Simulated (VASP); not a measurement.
Wanted: the native input for a VASP 6.6.1 run.

```
Task                   : single point
Functional             : PBE
Potentials or basis    : VASP PAW PBE potentials, release 64 (Ti_sv)
Cutoff                 : 520 eV
k mesh                 : 46 × 46 × 46
Occupations            : fermi-dirac, width 0.0612256 eV
Spin                   : no spin polarisation
Dipole correction      : no
Further INCAR settings : ALGO = Normal; EDIFF = 1e-06; NBANDS = 12
```

The structure of Ti lies in POSCAR:

```
Ti
1.0
    0.0000000000      2.0969006117      2.0969006117
    2.0969006117      0.0000000000      2.0969006117
    2.0969006117      2.0969006117      0.0000000000
Ti
1
Direct
    0.0000000000      0.0000000000      0.0000000000
```

The input as run:

INCAR

```
PREC     = Accurate       # precision mode
ENCUT    = 520            # plane-wave cutoff, eV
EDIFF    = 1E-6           # SCF threshold, eV
ISMEAR   = -1             # smearing method
SIGMA    = 0.06122561905347299 # smearing width, eV
LREAL    = False          # projectors in reciprocal space
LASPH    = True           # aspherical terms in the spheres
NELM     = 100            # most SCF steps
ALGO     = Normal         # electronic algorithm
ISIF     = 2              # what is computed and relaxed
LWAVE    = False          # write WAVECAR
LCHARG   = False          # write CHGCAR
GGA      = PE             # functional
NBANDS   = 12             # bands
```

KPOINTS

```
Automatic mesh
0
Gamma
  46 46 46
```

Potentials or basis: VASP PAW PBE potentials, release 64 (Ti_sv).

Launch:

```console
$ cat potpaw_PBE.64/Ti_sv/POTCAR > POTCAR
$ mpirun -np 1 vasp_std > vasp.out
```

Results of the run:

The pressure is -5.8 GPa and the band gap on the k mesh is zero (band 6 reaches 8.43 eV, above the bottom of band 7 at 7.17 eV).

Run time: 5.6 min on 1 thread of AMD EPYC 9R45 96-Core Processor (Zen 5) (shared host), peak memory 0.58 GiB.
